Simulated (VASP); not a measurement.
Mo, 6 atoms in the cell. The typed cell holds 6 atoms: a = 4.430 Å, b = 4.430 Å, c = 5.414 Å, α = 90.00°, β = 90.00°, γ = 120.00°. 

```yaml
Program: VASP 6.6.1
Task: single point
Functional: PBEsol
Potentials_or_basis: VASP PAW PBE potentials, release 64 (Mo_sv)
Cutoff: 520 eV
k_mesh: 12 × 12 × 8
Occupations: gaussian, width 0.1 eV
Spin: no spin polarisation
Dipole_correction: no
Further_INCAR_settings: ALGO = Fast; EDIFF = 1e-06; NBANDS = 51
```

Potentials or basis: VASP PAW PBE potentials, release 64 (Mo_sv).

Run with:

```sh
$ cat potpaw_PBE.64/Mo_sv/POTCAR > POTCAR
$ mpirun -np 1 vasp_std > vasp.out
```

Hardware: 1 thread of Intel(R) Xeon(R) 6975P-C (Granite Rapids), on a shared host.

How long does it take, and how much memory?

It took 4.3 min on 1 thread of Intel(R) Xeon(R) 6975P-C (Granite Rapids) (shared host), peak memory 0.51 GiB. Counts: scf iterations 16, k points 131.
